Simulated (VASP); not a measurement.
# Nb (R-3m) in VASP: notebook

Nb is run at these levels: PBEsol; tasks: single point.

Program: VASP 6.6.1. These are calculated values, not measurements. Logs are shortened: lines on timing, memory, paths and dates and some standing lists are left out, and cuts for length are marked.

## Step 1: The cell of the first run

The structure is trigonal, space group R-3m (No. 166). Conventional cell: a = 3.036 Å, b = 3.036 Å, c = 7.107 Å, α = 90.00°, β = 90.00°, γ = 120.00°. Nb (site symmetry -3m) has 12 Nb at 2.95 to 3.04 Å within 3.9 Å.

## Step 2: Single point, PBEsol (equal xy, yz and zx shear strains of -3 %)

The input, INCAR:

```
PREC = Accurate ; ENCUT = 520
EDIFF = 1E-7 ; ISMEAR = -1
SIGMA = 0.08 ; LREAL = False
LASPH = True ; NELM = 100
ALGO = Normal ; ISIF = 2
LWAVE = False ; LCHARG = False
GGA = PS ; NBANDS = 12
```

The input, KPOINTS:

```
Automatic mesh
0
Gamma
  13 13 13
```

The input, POSCAR:

```
Nb
1.0
   -0.0634500000      2.0832750000      2.0832750000
    2.0832750000     -0.0634500000      2.0832750000
    2.0832750000      2.0832750000     -0.0634500000
Nb
1
Direct
    0.0000000000      0.0000000000      0.0000000000
```

Potentials or basis: VASP PAW PBE potentials, release 64 (Nb_sv).

Command:

```
> cat potpaw_PBE.64/Nb_sv/POTCAR > POTCAR
> mpirun -np 1 vasp_std > vasp.out
```

OUTCAR:

```text
PREC = Accurate
   ENCUT = 520
   EDIFF = 1E-7
   ISMEAR = -1
   LREAL = False
   LASPH = True
   NELM = 100
   ISIF = 2
   GGA = PS

 ion  position               nearest neighbor table
   1  0.000  0.000  0.000-

  LATTYP: Found a trigonal (rhomboedric) cell.
 ALAT       =     2.9468789174
 COS(alpha) =     0.4693254694

  Lattice vectors:

 A1 = (  -0.0634500000,   2.0832750000,   2.0832750000)
 A2 = (   2.0832750000,  -0.0634500000,   2.0832750000)
 A3 = (   2.0832750000,   2.0832750000,  -0.0634500000)

Analysis of symmetry for initial positions (statically):
=====================================================================
 Subroutine PRICEL returns:
 Original cell was already a primitive cell.

 Routine SETGRP: Setting up the symmetry group for a
 trigonal (rhombohedral) supercell.

 Subroutine GETGRP returns: Found 12 space group operations
 (whereof 12 operations were pure point group operations)
 out of a pool of 12 trial point group operations.

The static configuration has the point symmetry D_3d.

Analysis of symmetry for dynamics (positions and initial velocities):
=====================================================================
 Subroutine PRICEL returns:
 Original cell was already a primitive cell.

 Routine SETGRP: Setting up the symmetry group for a
 trigonal (rhombohedral) supercell.

 Subroutine GETGRP returns: Found 12 space group operations
 (whereof 12 operations were pure point group operations)
 out of a pool of 12 trial point group operations.

The dynamic configuration has the point symmetry D_3d.

 Subroutine INISYM returns: Found 12 space group operations
 (whereof 12 operations are pure point group operations),
 and found     1 'primitive' translations

----------------------------------------------------------------------------------------

                                     Primitive cell

  volume of cell :      18.9088

  direct lattice vectors                    reciprocal lattice vectors
    -0.063450000  2.083275000  2.083275000    -0.229311179  0.236514672  0.236514672
     2.083275000 -0.063450000  2.083275000     0.236514672 -0.229311179  0.236514672
     2.083275000  2.083275000 -0.063450000     0.236514672  0.236514672 -0.229311179

  length of vectors
     2.946878917  2.946878917  2.946878917     0.405539143  0.405539143  0.405539143

  position of ions in fractional coordinates (direct lattice)
     0.000000000  0.000000000  0.000000000

  ion indices of the primitive-cell ions
   primitive index   ion index
                 1           1

----------------------------------------------------------------------------------------

 KPOINTS: Automatic mesh

Automatic generation of k-mesh.
 Grid dimensions read from file:
 generate k-points for:   13   13   13

 Generating k-lattice:

  Cartesian coordinates                     Fractional coordinates (reciprocal lattice)
    -0.017639321  0.018193436  0.018193436     0.076923077 -0.000000000 -0.000000000
     0.018193436 -0.017639321  0.018193436    -0.000000000  0.076923077 -0.000000000
     0.018193436  0.018193436 -0.017639321    -0.000000000 -0.000000000  0.076923077

  Length of vectors
     0.031195319  0.031195319  0.031195319

  Shift w.r.t. Gamma in fractional coordinates (k-lattice)
     0.000000000  0.000000000  0.000000000

 Subroutine IBZKPT returns following result:
 ===========================================

 Found    231 irreducible k-points:

 Following reciprocal coordinates:
            Coordinates               Weight
  0.000000  0.000000  0.000000      1.000000
  0.076923  0.000000  0.000000      6.000000
  0.153846 -0.000000 -0.000000      6.000000
  0.230769  0.000000 -0.000000      6.000000
  0.307692 -0.000000 -0.000000      6.000000
  0.384615  0.000000  0.000000      6.000000
[... 16 lines left out ...]
  0.384615  0.153846  0.000000     12.000000
  0.461538  0.153846  0.000000     12.000000
 [... further k-points ...]
   k-points           NKPTS =    231   k-points in BZ     NKDIM =    231   number of bands    NBANDS=     12
   number of dos      NEDOS =    301   number of ions     NIONS =      1
   total plane-waves  NPLWV =  13824
   dimension x,y,z NGX =    24 NGY =   24 NGZ =   24
   dimension x,y,z NGXF=    48 NGYF=   48 NGZF=   48
   ions per type =               1
   NGX,Y,Z   is equivalent  to a cutoff of  13.54, 13.54, 13.54 a.u.
   NGXF,Y,Z  is equivalent  to a cutoff of  27.08, 27.08, 27.08 a.u.
 SYSTEM =  unknown system
   PREC   = accura    normal or accurate (medium, high low for compatibility)
   ISTART =      0    job   : 0-new  1-cont  2-samecut
   ICHARG =      2    charge: 1-file 2-atom 10-const
   ISPIN  =      1    spin polarized calculation?
   LNONCOLLINEAR =      F non collinear calculations
   LSORBIT =      F    spin-orbit coupling
   LASPH  =      T    aspherical Exc in radial PAW
   ENCUT  =  520.0 eV  38.22 Ry    6.18 a.u.   5.48  5.48  5.48*2*pi/ulx,y,z
   NELM   =    100;   NELMIN=  2; NELMDL= -5     # of ELM steps
   EDIFF  = 0.1E-06   stopping-criterion for ELM
   LREAL  =      F    real-space projection
   EDIFFG = 0.1E-05   stopping-criterion for IOM
   NSW    =      0    number of steps for IOM
   IBRION =     -1    ionic relax: 0-MD 1-quasi-New 2-CG
   NFREE  =      0    steps in history (QN), initial steepest desc. (CG)
   ISIF   =      2    stress and relaxation
   ISYM   =      2    0-nonsym 1-usesym 2-fastsym
   POTIM  = 0.5000    time-step for ionic-motion
   TEBEG  =    0.0;   TEEND  =   0.0 temperature during run
   PSTRESS=    0.0 pullay stress
   NELECT =      13.0000    total number of electrons
   NUPDOWN=      -1.0000    fix difference up-down
   EMIN   =  10.00;   EMAX   =-10.00  energy-range for DOS
   EFERMI =   0.00;   METHOD = LEGACY
   ISMEAR =    -1;   SIGMA  =   0.08  broadening in eV -4-tet -1-fermi 0-gaus
   EFERMI_NEDOS =   21; number of points for ismear=-14 and -15
   IALGO  =     38    algorithm
   IMIX   =      4    mixing-type and parameters
     AMIX     =   0.40;   BMIX     =  1.00
     AMIX_MAG =   1.60;   BMIX_MAG =  1.00
  volume/ion in A,a.u.               =      18.91       127.60
  Fermi-wavevector in a.u.,A,eV,Ry     =   1.444888  2.730443 28.404917  2.087702
  Thomas-Fermi vector in A             =   2.563132
   LORBIT       =      0    0 simple, 1 ext, 2 COOP (PROOUT), +10 PAW based schemes
   GGA     = PS    functional components
   LHFCALC =     F    Hartree Fock is set to
   AEXX    =    0.0000 exact exchange contribution
   IVDW    =     0    specifies the selected vdW correction
   LEPSILON=     F    determine dielectric tensor
   LRPA    =     F    only Hartree local field effects (RPA)
 non-spin polarized calculation
  energy-cutoff  :      520.00
  volume of cell :       18.91
 maximum number of plane-waves:       525
 NGX is ok and might be reduce to    24
   NGX = 11   NGY = 11   NGZ = 11

 number of electron      12.9999999 magnetization

 Free energy of the ion-electron system (eV)
  ---------------------------------------------------
  ext. energy  EPLUGINS =         0.00000000
  ---------------------------------------------------
  free energy    TOTEN  =       -10.60938943 eV

  energy without entropy =      -10.57444829  energy(sigma->0) =      -10.59191886

 E-fermi :  10.6970     XC(G=0): -12.3785

 val. band max:       10.6948753072   @ k =   0.3846   0.3846   0.3846
 cond. band min:      10.6998827964   @ k =   0.3846   0.3846   0.1538
 fundamental gap:      0.0050074892
 Fermi energy:        10.6969587170

 k-point     1 :       0.0000    0.0000    0.0000
  band No.  band energies     occupation
      1     -43.9614      2.00000
      2     -19.4165      2.00000
      3     -19.4165      2.00000
      4     -19.3036      2.00000
      5       4.4993      2.00000
      6      10.5905      1.58174
      7      10.5905      1.58174
      8      11.3155      0.00088
      9      13.4410      0.00000
     10      13.4410      0.00000
     11      22.5486      0.00000
     12      26.9281      0.00000

 k-point     2 :       0.0769    0.0000    0.0000
  band No.  band energies     occupation
      1     -43.9513      2.00000
      2     -19.4798      2.00000
      3     -19.4233      2.00000
      4     -19.3196      2.00000
      5       4.7131      2.00000
      6      10.4785      1.87762
      7      10.6683      1.17727
      8      11.3783      0.00040
      9      13.3585      0.00000
     10      13.3709      0.00000
     11      22.9674      0.00000
     12      26.2021      0.00000

 k-point     3 :       0.1538   -0.0000   -0.0000
  band No.  band energies     occupation
      1     -43.9230      2.00000
      2     -19.6648      2.00000
      3     -19.4420      2.00000
      4     -19.3510      2.00000
      5       5.3017      2.00000
      6      10.1834      1.99675
      7      10.8303      0.31775
      8      11.5592      0.00004
      9      13.2339      0.00000
     10      13.2824      0.00000
     11      23.9276      0.00000
     12      24.9402      0.00000
[... 286 lines left out ...]
 k-point    23 :       0.3846    0.1538    0.0000
  band No.  band energies     occupation
      1     -43.8000      2.00000
      2     -20.2694      2.00000
      3     -19.6144      2.00000
      4     -19.5339      2.00000
      5       7.3950      2.00000
      6       9.4448      2.00000
      7      10.3745      1.96509
      8      11.9248      0.00000
      9      14.3906      0.00000
     10      15.1405      0.00000
     11      22.7099      0.00000
     12      25.2338      0.00000

 k-point    24 :       0.4615    0.1538    0.0000
  band No.  band energies     occupation
      1     -43.7729      2.00000
      2     -20.4176      2.00000
      3     -19.6606      2.00000
      4     -19.5457      2.00000
      5       7.5292      2.00000
      6       9.6364      2.00000
      7      10.5828      1.61290
      8      11.7081      0.00001
      9      15.3700      0.00000
     10      15.8585      0.00000
     11      21.2594      0.00000
     12      24.2243      0.00000

 [... further k-points ...]

------------------------ aborting loop because EDIFF is reached ----------------------------------------

  FORCE on cell =-STRESS in cart. coord.  units (eV):
  Direction    XX          YY          ZZ          XY          YZ          ZX
  --------------------------------------------------------------------------------------
  -------------------------------------------------------------------------------------
  Total       -0.8398003     -0.8398003     -0.8398003     -0.1160952     -0.1160952     -0.1160952
  in kB      -71.1576642    -71.1576642    -71.1576642     -9.8369398     -9.8369398     -9.8369398
  external PRESSURE =     -71.1576642 kB  Pullay stress =       0.0000000 kB

 VOLUME and BASIS-vectors are now :
 -----------------------------------------------------------------------------
  energy-cutoff  :      520.00
  volume of cell :       18.91
      direct lattice vectors                 reciprocal lattice vectors
    -0.063450000  2.083275000  2.083275000    -0.229311179  0.236514672  0.236514672
     2.083275000 -0.063450000  2.083275000     0.236514672 -0.229311179  0.236514672
     2.083275000  2.083275000 -0.063450000     0.236514672  0.236514672 -0.229311179

 POSITION                                       TOTAL-FORCE (eV/Angst)
 -----------------------------------------------------------------------------------
      0.00000      0.00000      0.00000         0.000000     -0.000000     -0.000000
 -----------------------------------------------------------------------------------
    total drift:                               -0.000000      0.000000      0.000000

  FREE ENERGIE OF THE ION-ELECTRON SYSTEM (eV)
  ---------------------------------------------------
  free  energy   TOTEN  =       -10.6093894304 eV

  energy  without entropy=      -10.5744482856  energy(sigma->0) =      -10.59191886
```

Wall time 16 s (1 thread of Intel Xeon 6975P-C (Granite Rapids), shared host); peak memory 0.17 GiB.

Results:

```yaml
Free_energy: -10.6094 eV
Pressure: -7.1 GPa
```

Caveat: the cell differs from its parent crystal (equal xy, yz and zx shear strains of -3 %); the PAW data sets were made with another functional, which shifts forces and pressure a little.

## Step 3: Single point, PBEsol (equal xy, yz and zx shear strains of -1 %)

The input, INCAR:

```
SYSTEM = Nb
PREC = Accurate
ENCUT = 520
EDIFF = 1E-6
ISMEAR = -1
SIGMA = 0.08
LREAL = .False.
LASPH = .True.
NELM = 80
ALGO = Normal
ISIF = 2
LWAVE = .False.
LCHARG = .False.
GGA = PS
NBANDS = 12
```

The input, KPOINTS:

```
regular mesh
0
Gamma
  13 13 13
  0 0 0
```

The input, POSCAR:

```
Nb
1.0
   -0.0211500000      2.1044250000      2.1044250000
    2.1044250000     -0.0211500000      2.1044250000
    2.1044250000      2.1044250000     -0.0211500000
Nb
1
Direct
    0.0000000000      0.0000000000      0.0000000000
```

Potentials or basis: VASP PAW PBE potentials, release 64 (Nb_sv).

Command:

```
> cat potpaw_PBE.64/Nb_sv/POTCAR > POTCAR
> mpirun -np 1 vasp_std > vasp.out
```

It took 16 s on 1 thread of Intel Xeon 6975P-C (Granite Rapids), shared host; peak memory 0.17 GiB.

It converged, with:

- Free energy: -10.6039 eV
- Pressure: -6.9 GPa

Stress tensor (GPa, compression positive):
```
-6.93 -0.41 -0.41
-0.41 -6.93 -0.41
-0.41 -0.41 -6.93
```

Levels at points of the mesh, in eV from the Fermi level:
```
           k point  band 2  band 3  band 4  band 5  band 6  band 7  band 8  band 9  band 10  band 11
(0.00, 0.00, 0.00)  -30.12  -30.12  -30.08   -6.21    0.05    0.05    0.28    2.69     2.69    11.84
```

Caveat: the cell differs from its parent crystal (equal xy, yz and zx shear strains of -1 %); the PAW data sets were made with another functional, which shifts forces and pressure a little.

## Step 4: Single point, PBEsol (equal xy, yz and zx shear strains of +2 %)

The input, INCAR:

```
SYSTEM = Nb
PREC     = Accurate       ! precision mode
ENCUT    = 520            ! plane-wave cutoff, eV
EDIFF    = 1E-7           ! SCF threshold, eV
ISMEAR   = -1             ! smearing method
SIGMA    = 0.08           ! smearing width, eV
LREAL    = .FALSE.        ! projectors in reciprocal space
LASPH    = .TRUE.         ! aspherical terms in the spheres
NELM     = 80             ! most SCF steps
ALGO     = Normal         ! electronic algorithm
ISIF     = 2              ! what is computed and relaxed
LWAVE    = .FALSE.        ! write WAVECAR
LCHARG   = .FALSE.        ! write CHGCAR
GGA      = PS             ! functional
NBANDS   = 12             ! bands
```

The input, KPOINTS:

```
Automatic mesh
0
G
  13 13 13
  0 0 0
```

The input, POSCAR:

```
Nb
1.0
    0.0423000000      2.1361500000      2.1361500000
    2.1361500000      0.0423000000      2.1361500000
    2.1361500000      2.1361500000      0.0423000000
Nb
1
Direct
    0.0000000000      0.0000000000      0.0000000000
```

Potentials or basis: VASP PAW PBE potentials, release 64 (Nb_sv).

Command:

```
> cat potpaw_PBE.64/Nb_sv/POTCAR > POTCAR
> mpirun -np 1 vasp_std > vasp.out
```

OUTCAR:

```text
SYSTEM = Nb
   PREC = Accurate
   ENCUT = 520
   EDIFF = 1E-7
   ISMEAR = -1
   LREAL = .FALSE.
   LASPH = .TRUE.
   NELM = 80
   ISIF = 2
   GGA = PS

 ion  position               nearest neighbor table
   1  0.000  0.000  0.000-

  LATTYP: Found a trigonal (rhomboedric) cell.
 ALAT       =     3.0212684315
 COS(alpha) =     0.5197000882

  Lattice vectors:

 A1 = (   0.0423000000,   2.1361500000,   2.1361500000)
 A2 = (   2.1361500000,   0.0423000000,   2.1361500000)
 A3 = (   2.1361500000,   2.1361500000,   0.0423000000)

Analysis of symmetry for initial positions (statically):
=====================================================================
 Subroutine PRICEL returns:
 Original cell was already a primitive cell.

 Routine SETGRP: Setting up the symmetry group for a
 trigonal (rhombohedral) supercell.

 Subroutine GETGRP returns: Found 12 space group operations
 (whereof 12 operations were pure point group operations)
 out of a pool of 12 trial point group operations.

The static configuration has the point symmetry D_3d.

Analysis of symmetry for dynamics (positions and initial velocities):
=====================================================================
 Subroutine PRICEL returns:
[... 168 lines left out ...]
      6      10.5359      1.78017
      7      10.9726      0.06669
      8      10.9726      0.06669
      9      13.4109      0.00000
     10      13.4109      0.00000
     11      22.5431      0.00000
     12      26.8036      0.00000
[... 331 lines left out ...]
 k-point    24 :       0.4615    0.1538   -0.0000
  band No.  band energies     occupation
      1     -43.7790      2.00000
      2     -20.4213      2.00000
      3     -19.6864      2.00000
      4     -19.6377      2.00000
      5       7.5426      2.00000
      6       9.7530      1.99999
      7      10.7581      0.67009
      8      11.3563      0.00057
      9      15.3413      0.00000
     10      15.9325      0.00000
     11      21.4585      0.00000
     12      24.2306      0.00000

 [... further k-points ...]

------------------------ aborting loop because EDIFF is reached ----------------------------------------

  FORCE on cell =-STRESS in cart. coord.  units (eV):
  Direction    XX          YY          ZZ          XY          YZ          ZX
  --------------------------------------------------------------------------------------
  -------------------------------------------------------------------------------------
  Total       -0.8200979     -0.8200979     -0.8200979      0.0986938      0.0986938      0.0986938
  in kB      -69.4615712    -69.4615712    -69.4615712      8.3592774      8.3592774      8.3592774
  external PRESSURE =     -69.4615712 kB  Pullay stress =       0.0000000 kB

 VOLUME and BASIS-vectors are now :
 -----------------------------------------------------------------------------
  energy-cutoff  :      520.00
  volume of cell :       18.92
      direct lattice vectors                 reciprocal lattice vectors
     0.042300000  2.136150000  2.136150000    -0.241135688  0.236453442  0.236453442
     2.136150000  0.042300000  2.136150000     0.236453442 -0.241135688  0.236453442
     2.136150000  2.136150000  0.042300000     0.236453442  0.236453442 -0.241135688

 POSITION                                       TOTAL-FORCE (eV/Angst)
 -----------------------------------------------------------------------------------
      0.00000      0.00000      0.00000        -0.000000      0.000000     -0.000000
 -----------------------------------------------------------------------------------
    total drift:                               -0.000000      0.000000     -0.000000

  FREE ENERGIE OF THE ION-ELECTRON SYSTEM (eV)
  ---------------------------------------------------
  free  energy   TOTEN  =       -10.6065512665 eV

  energy  without entropy=      -10.5737332962  energy(sigma->0) =      -10.59014228
```

It took 17 s on 1 thread of Intel Xeon 6975P-C (Granite Rapids), shared host; peak memory 0.17 GiB.

What came out:

```yaml
Free_energy: -10.6066 eV
Pressure: -6.9 GPa
```

Levels at points of the mesh, in eV from the Fermi level:
| k point | band 4 | band 5 | band 6 | band 7 | band 8 | band 9 |
| --- | --- | --- | --- | --- | --- | --- |
| (0.00, 0.00, 0.00) | -30.08 | -6.21 | -0.17 | 0.27 | 0.27 | 2.71 |

Caveat: the cell differs from its parent crystal (equal xy, yz and zx shear strains of +2 %); the PAW data sets were made with another functional, which shifts forces and pressure a little.

## Step 5: The runs side by side

```csv
cell,gap on the mesh (eV),pressure (GPa)
"a = 2.947 Å, angles 62.0°, 1 atom",none,-7.1
"a = 2.976 Å, angles 60.7°, 1 atom",none,-6.9
"a = 3.021 Å, angles 58.7°, 1 atom",none,-6.9
```

Alike in all rows: task single point; level PBEsol; potentials or basis VASP PAW PBE potentials, release 64 (Nb_sv); no spin polarisation; k mesh 13 × 13 × 13; cutoff (eV) 520; smearing fermi-dirac 0.08 eV.

Caveats: the PAW data sets were made with another functional, which shifts forces and pressure a little.

Absolute energies hang on the potentials; compare differences alone.
